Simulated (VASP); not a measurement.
# GaN: single point with PBEsol

The system is GaN.

```
CELL_PARAMETERS angstrom
0.00000 2.24907 2.24907
2.24907 0.00000 2.24907
2.24907 2.24907 0.00000
ATOMIC_POSITIONS crystal
Ga 0.00000 0.00000 0.00000
N 0.75000 0.75000 0.75000
```

```yaml
Program: VASP 6.6.1
Task: single point
Functional: PBEsol
Potentials_or_basis: VASP PAW PBE potentials, release 64 (Ga_d, N)
Cutoff: 520 eV
k_mesh: 10 × 10 × 10
Occupations: gaussian, width 0.01 eV
Spin: no spin polarisation
```

```json
{
  "Pressure": "-0.2 GPa",
  "Band gap on the k mesh": "1.72 eV, direct"
}
```

Levels at points of the mesh, in eV from the valence-band top:
```csv
k point,band 5,band 6,band 7,band 8,band 9,band 10,band 11,band 12,band 13,band 14
"(0.00, 0.00, 0.00)",-13.08,-13.08,0.00,0.00,0.00,1.72,10.24,10.24,10.24,17.46
"(0.50, 0.00, 0.00)",-13.03,-11.83,-7.15,-0.99,-0.99,4.60,8.66,10.29,10.29,15.49
"(0.50, 0.50, 0.00)",-13.00,-11.40,-6.20,-2.75,-2.75,3.23,6.60,11.62,13.94,13.94
```

Wall time 6.2 s on 1 thread of Intel Xeon 6975P-C, on a shared host, peak memory 0.15 GiB.

Caveat: the PAW data sets were made with another functional, which shifts forces and pressure a little. As with any semilocal functional, this PBEsol gap is likely too small.
